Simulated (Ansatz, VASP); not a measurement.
## One calculation of Ge, two programs

INCAR

```
PREC     = Accurate       # precision mode
ENCUT    = 600            # plane-wave cutoff, eV
EDIFF    = 1E-7           # SCF threshold, eV
ISMEAR   = 0              # smearing method
SIGMA    = 0.15           # smearing width, eV
LREAL    = F              # projectors in reciprocal space
LASPH    = T              # aspherical terms in the spheres
NELM     = 80             # most SCF steps
ALGO     = Normal         # electronic algorithm
ISIF     = 3              # what is computed and relaxed
LWAVE    = F              # write WAVECAR
LCHARG   = F              # write CHGCAR
GGA      = PS             # functional
IBRION   = 2              # ionic algorithm
NSW      = 100            # ionic steps
EDIFFG   = -0.01          # ionic threshold
```

File KPOINTS:

```
Automatic mesh
0
Gamma
  14 14 12
```

File POSCAR:

```
Ge
1.0
    1.3788254233     -2.5229675922     -0.0116705550
    1.3899622192      2.5290790385     -0.0240892534
   -0.0341758481     -0.0065130429      2.6324687216
Ge
1
Direct
    0.5000000000      0.5000000000      0.0000000000
```

Input for Ansatz:

```yaml
crystal:
  lattice:
    - [1.3788254233, -2.5229675922, -0.011670555]
    - [1.3899622192, 2.5290790385, -0.0240892534]
    - [-0.0341758481, -0.0065130429, 2.6324687216]
  atoms:
    - { symbol: Ge, position: [0.5, 0.5, 0.0] }
basis:
  ecutwfc: 420
kpoints:
  mp_grid: { grid: [14, 14, 12] }
hamiltonian:
  xc: pbesol
scf:
  occupations: { method: gaussian, width: 0.15 }
output:
  forces: true
  stress: true
  eigenvalues: true
relax:
  adjacent_minimum: "off"
  f_tol: 0.01
  max_steps: 80
  cell: { stress_tol: 0.1 }
```

Change from the starting cell: cell sheared at random, sigma 0.01, atoms nudged by 0.01 Å; relaxed back.

Alike in both runs: task relaxation of cell and atoms; functional PBEsol; k mesh 14 × 14 × 12; occupations gaussian, width 0.15 eV; no spin polarisation.

```csv
,VASP,Ansatz
version,VASP 6.6.1,Ansatz 0.2.0
potentials or method,"VASP PAW PBE potentials, release 64 (Ge_d), cutoff 600 eV","scalar-relativistic, plane waves, PAW"
valence electrons in the cell,14,14
```

|  | VASP | Ansatz | Ansatz less VASP |
| --- | --- | --- | --- |
| gap on the k mesh at the Fermi level, each at its own relaxed structure (eV) | none | none | - |
| relaxed volume (Å³/atom) | 18.41 | 18.39 | -0.021 |
| relaxed cell length with the largest relative difference (Å) | 2.845 | 2.844 | -0.0011 |

VASP's potentials were made for PBE, not for PBEsol. A gap of «none» marks a metal or a gap that the smearing closes.
